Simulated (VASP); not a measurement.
# BaF2 (Frankdicksonite) (Fm-3m) in VASP: further runs, part 2 of 2

VASP 6.6.1. The steps go on from the part before.

### Step 3. Relaxation of cell and atoms, PBEsol, target pressure 2 GPa, at which the enthalpy is minimised

INCAR

```
ALGO = Normal ; EDIFF = 1E-7
EDIFFG = -0.002 ; ENCUT = 600
GGA = PS ; GGA_COMPAT = False
IBRION = 2 ; ISIF = 3
ISMEAR = 0 ; LASPH = True
LCHARG = False ; LREAL = False
LWAVE = False ; NELM = 120
NELMIN = 4 ; NSW = 100
PREC = Accurate ; PSTRESS = 20.0
SIGMA = 0.01
```

KPOINTS

```
k-points
0
Gamma
  6 6 6
```

POSCAR

```
BaF2
1.0
    0.0000000000      3.0688948143      3.0688948143
    3.0688948143      0.0000000000      3.0688948143
    3.0688948143      3.0688948143      0.0000000000
Ba F
1 2
Direct
    0.0000000000      0.0000000000      0.0000000000
    0.2500000000      0.2500000000      0.2500000000
    0.7500000000      0.7500000000      0.7500000000
```

Potentials or basis: VASP PAW PBE potentials, release 64 (Ba_sv, F).

Launch:

```bash
$ cat potpaw_PBE.64/Ba_sv/POTCAR potpaw_PBE.64/F/POTCAR > POTCAR
$ mpirun -np 1 vasp_std > vasp.out
```

Run time: 49 s. Hardware: 1 thread of Intel Xeon Platinum 8488C (Sapphire Rapids), shared host; peak memory 0.21 GiB.

It converged, with:

```yaml
Free_energy: -17.6325 eV
Relaxed_volume: 19.05 Å³/atom
Relaxed_cell: a = 4.323 Å, b = 4.323 Å, c = 4.323 Å, α = 60.00°, β = 60.00°, γ = 60.00°
Space_group_after_relaxing_to_0.05_Å: Fm-3m (No. 225)
Energy_change_on_relaxing_the_enthalpy_is_what_falls: +2.2 meV/atom
Ionic_steps: 3
Pressure_after_relaxing: 2.0 GPa
Band_gap_on_the_k_mesh: 6.82 eV, indirect (least direct gap 6.90 eV)
```

The path:
```
step  energy change (eV)  largest force (eV/Å)  pressure (GPa)  volume (Å³)
   1              0.0000                0.0000            1.21        57.81
   2              0.0083                0.0000            2.16        57.01
   3              0.0066                0.0000            2.00        57.14
```

Final structure:
```
CELL_PARAMETERS angstrom
0.00000 3.05710 3.05710
3.05710 0.00000 3.05710
3.05710 3.05710 0.00000
ATOMIC_POSITIONS crystal
Ba 0.00000 0.00000 0.00000
F 0.25000 0.25000 0.25000
F 0.75000 0.75000 0.75000
```

Levels at points of the mesh, in eV from the valence-band top:
| k point | band 8 | band 9 | band 10 | band 11 | band 12 | band 13 | band 14 | band 15 | band 16 |
| --- | --- | --- | --- | --- | --- | --- | --- | --- | --- |
| (0.00, 0.00, 0.00) | -1.65 | -1.65 | -0.08 | -0.08 | -0.08 | 6.82 | 9.27 | 9.27 | 11.68 |
| (0.50, 0.00, 0.00) | -1.21 | -0.72 | -0.34 | -0.15 | -0.15 | 9.27 | 9.30 | 9.30 | 9.85 |
| (0.50, 0.50, 0.00) | -0.41 | -0.41 | -0.29 | -0.29 | -0.16 | 7.26 | 9.13 | 10.91 | 12.26 |

Caveat: the cell is relaxed towards a set pressure, so the enthalpy falls and the energy may rise; the PAW data sets were made with another functional, which shifts forces and pressure a little; spin-orbit coupling is left out, which moves the levels of the heavy elements.

### Step 4. Relaxation of cell and atoms, PBEsol, target pressure 4 GPa, at which the enthalpy is minimised

INCAR

```
PREC = Accurate
ENCUT = 600
EDIFF = 1E-7
ISMEAR = 0
SIGMA = 0.01
LREAL = False
LASPH = True
NELM = 120
ALGO = Normal
ISIF = 3
LWAVE = False
LCHARG = False
GGA = PS
IBRION = 2
NSW = 100
EDIFFG = -0.002
PSTRESS = 40.0
GGA_COMPAT = False
NELMIN = 4
```

KPOINTS

```
regular mesh
0
Gamma
  6 6 6
```

POSCAR is that of step 3.

Launch:

```bash
$ cat potpaw_PBE.64/Ba_sv/POTCAR potpaw_PBE.64/F/POTCAR > POTCAR
$ mpirun -np 1 vasp_std > vasp.out
```

It took 57 s on 1 thread of Intel Xeon Platinum 8488C (Sapphire Rapids), shared host; peak memory 0.22 GiB.

It converged, with:

```
Free energy                                            : -17.6046 eV
Relaxed volume                                         : 18.55 Å³/atom
Relaxed cell                                           : a = 4.285 Å, b = 4.285 Å, c = 4.285 Å, α = 60.00°, β = 60.00°, γ = 60.00°
Space group after relaxing (to 0.05 Å)                 : Fm-3m (No. 225)
Energy change on relaxing (the enthalpy is what falls) : +11.5 meV/atom
Ionic steps                                            : 3
Pressure after relaxing                                : 4.0 GPa
Band gap on the k mesh                                 : 6.93 eV, indirect (least direct gap 7.03 eV)
```

Step by step:
```csv
step,energy change (eV),largest force (eV/Å),pressure (GPa),volume (Å³)
1,0.0000,0.0000,1.21,57.81
2,0.0511,0.0000,4.89,55.04
3,0.0346,0.0000,4.00,55.64
```

Final structure:
```
CELL_PARAMETERS angstrom
0.00000 3.03006 3.03006
3.03006 0.00000 3.03006
3.03006 3.03006 0.00000
ATOMIC_POSITIONS crystal
Ba 0.00000 0.00000 0.00000
F 0.25000 0.25000 0.25000
F 0.75000 0.75000 0.75000
```

Levels at points of the mesh, in eV from the valence-band top:
```csv
k point,band 9,band 10,band 11,band 12,band 13,band 14,band 15,band 16
"(0.00, 0.00, 0.00)",-1.74,-0.10,-0.10,-0.10,6.93,9.37,9.37,11.90
"(0.50, 0.00, 0.00)",-0.75,-0.34,-0.14,-0.14,9.40,9.40,9.43,9.95
"(0.50, 0.50, 0.00)",-0.45,-0.26,-0.26,-0.19,7.30,9.26,11.07,12.47
```

Caveat: the cell is relaxed towards a set pressure, so the enthalpy falls and the energy may rise; the PAW data sets were made with another functional, which shifts forces and pressure a little; spin-orbit coupling is left out, which moves the levels of the heavy elements. PBEsol gaps usually lie below the measured ones, often by a third to a half.

### Step 5. Relaxation of cell and atoms, PBEsol, target pressure 7 GPa, at which the enthalpy is minimised

Edit INCAR of step 4 so:

```diff
@@ -16,3 +16,3 @@
 EDIFFG = -0.002
-PSTRESS = 40.0
+PSTRESS = 70.0
 GGA_COMPAT = False
```

KPOINTS is that of step 4.

POSCAR is that of step 4.

Launch:

```bash
$ cat potpaw_PBE.64/Ba_sv/POTCAR potpaw_PBE.64/F/POTCAR > POTCAR
$ mpirun -np 1 vasp_std > vasp.out
```

It took 61 s on 1 thread of Intel Xeon Platinum 8488C (Sapphire Rapids), shared host; peak memory 0.21 GiB.

It converged, with:

```yaml
Free_energy: -17.5402 eV
Relaxed_volume: 17.92 Å³/atom
Relaxed_cell: a = 4.236 Å, b = 4.236 Å, c = 4.236 Å, α = 60.00°, β = 60.00°, γ = 60.00°
Space_group_after_relaxing_to_0.05_Å: Fm-3m (No. 225)
Energy_change_on_relaxing_the_enthalpy_is_what_falls: +33.0 meV/atom
Ionic_steps: 3
Pressure_after_relaxing: 7.0 GPa
Band_gap_on_the_k_mesh: 7.07 eV, indirect (least direct gap 7.19 eV)
```

The path:
```csv
step,energy change (eV),largest force (eV/Å),pressure (GPa),volume (Å³)
1,0.0000,0.0000,1.21,57.81
2,0.1820,0.0000,9.98,52.17
3,0.0990,0.0000,7.00,53.75
```

Final structure:
```yaml
crystal:
  lattice:
    - [0.00000, 2.99530, 2.99530]
    - [2.99530, 0.00000, 2.99530]
    - [2.99530, 2.99530, 0.00000]
  atoms:
    - { symbol: Ba, position: [0.00000, 0.00000, 0.00000] }
    - { symbol: F, position: [0.25000, 0.25000, 0.25000] }
    - { symbol: F, position: [0.75000, 0.75000, 0.75000] }
```

Levels at points of the mesh, in eV from the valence-band top:
| k point | band 8 | band 9 | band 10 | band 11 | band 12 | band 13 | band 14 | band 15 | band 16 |
| --- | --- | --- | --- | --- | --- | --- | --- | --- | --- |
| (0.00, 0.00, 0.00) | -1.87 | -1.87 | -0.12 | -0.12 | -0.12 | 7.07 | 9.48 | 9.48 | 12.19 |
| (0.50, 0.00, 0.00) | -1.39 | -0.80 | -0.34 | -0.14 | -0.14 | 9.53 | 9.53 | 9.64 | 10.06 |
| (0.50, 0.50, 0.00) | -0.51 | -0.51 | -0.23 | -0.22 | -0.22 | 7.34 | 9.44 | 11.27 | 12.76 |

Caveat: the cell is relaxed towards a set pressure, so the enthalpy falls and the energy may rise; the PAW data sets were made with another functional, which shifts forces and pressure a little; spin-orbit coupling is left out, which moves the levels of the heavy elements. A k mesh can miss the band edges.

### Step 6. Summary

| cell | gap on the mesh (eV) | pressure (GPa) |
| --- | --- | --- |
| relaxed to 1 GPa | 6.76 | 1.0 |
| relaxed to 2 GPa | 6.82 | 2.0 |
| relaxed to 4 GPa | 6.93 | 4.0 |
| relaxed to 7 GPa | 7.07 | 7.0 |

Alike in all rows: task relaxation of cell and atoms; level PBEsol; potentials or basis VASP PAW PBE potentials, release 64 (Ba_sv, F); no spin polarisation; k mesh 6 × 6 × 6; cutoff (eV) 600; smearing gaussian 0.01 eV.

Caveats: the cell is relaxed towards a set pressure, so the enthalpy falls and the energy may rise; the PAW data sets were made with another functional, which shifts forces and pressure a little; spin-orbit coupling is left out, which moves the levels of the heavy elements.

Total energies depend on the potentials used, so only differences within one code and one set of settings carry meaning.
